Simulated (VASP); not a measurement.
Set up this calculation in VASP 6.6.1, as the native input.

- Task: single point
- Functional: BLYP
- Dispersion: D3(BJ)
- Potentials or basis: VASP PAW PBE potentials, release 64 (Te, Mo_sv)
- Cutoff: 520 eV
- k mesh: 4 × 8 × 1
- Occupations: fermi-dirac, width 0.05 eV
- Spin: no spin polarisation
- Dipole correction: no
- Further INCAR settings: ALGO = Normal; EDIFF = 1e-07; NBANDS = 35

The structure of Te2Mo lies in POSCAR:

```
Te2Mo
1.0
    6.4453239976      0.0000000000      0.0000000000
    0.0000000000      3.5262030893      0.0000000000
   -0.0868695265      0.0000000000     36.6519436197
Te Mo
4 2
Direct
    0.4292511000      0.7500000000      0.5407035800
    0.5707489000      0.2500000000      0.4592964200
    0.9208478700      0.2500000000      0.5565273200
    0.0791521300      0.7500000000      0.4434726800
    0.1813475600      0.2500000000      0.4974653700
    0.8186524400      0.7500000000      0.5025346300
```

One way to write it, as run:

INCAR

```
SYSTEM = Te2Mo
AGGAC = 1.0
AGGAX = 1.0
ALDAC = 0.0
ALDAX = 1.0
ALGO = Normal
EDIFF = 1E-7
ENCUT = 520
GGA = B5
ISIF = 2
ISMEAR = -1
IVDW = 12
LASPH = .TRUE.
LCHARG = .TRUE.
LELF = .TRUE.
LREAL = .FALSE.
LVHAR = .TRUE.
LWAVE = .FALSE.
NBANDS = 35
NELM = 60
PREC = Accurate
SIGMA = 0.05
VDW_A1 = 0.4298
VDW_A2 = 4.2359
VDW_S6 = 1.0
VDW_S8 = 2.6996
```

KPOINTS

```
k-points
0
G
  4 8 1
  0 0 0
```

Potentials or basis: VASP PAW PBE potentials, release 64 (Te, Mo_sv).

Command:

```bash
$ cat potpaw_PBE.64/Te/POTCAR potpaw_PBE.64/Mo_sv/POTCAR > POTCAR
$ mpirun -np 1 vasp_std > vasp.out
```

It gave:

- Largest force: 0.102 eV/Å
- Band gap on the k mesh: zero (bands 26 and 27 overlap by 0.14 eV)
- Dispersion energy per atom: -0.922 eV

Caveat: there is no dipole correction, which matters where the two faces differ; the PAW data sets were made with another functional, which shifts forces and pressure a little; spin-orbit coupling is left out, which moves the levels of the heavy elements.

Wall time 17 min on 1 thread of AMD EPYC 9R45 96-Core Processor (Zen 5), on a shared host, peak memory 0.94 GiB.
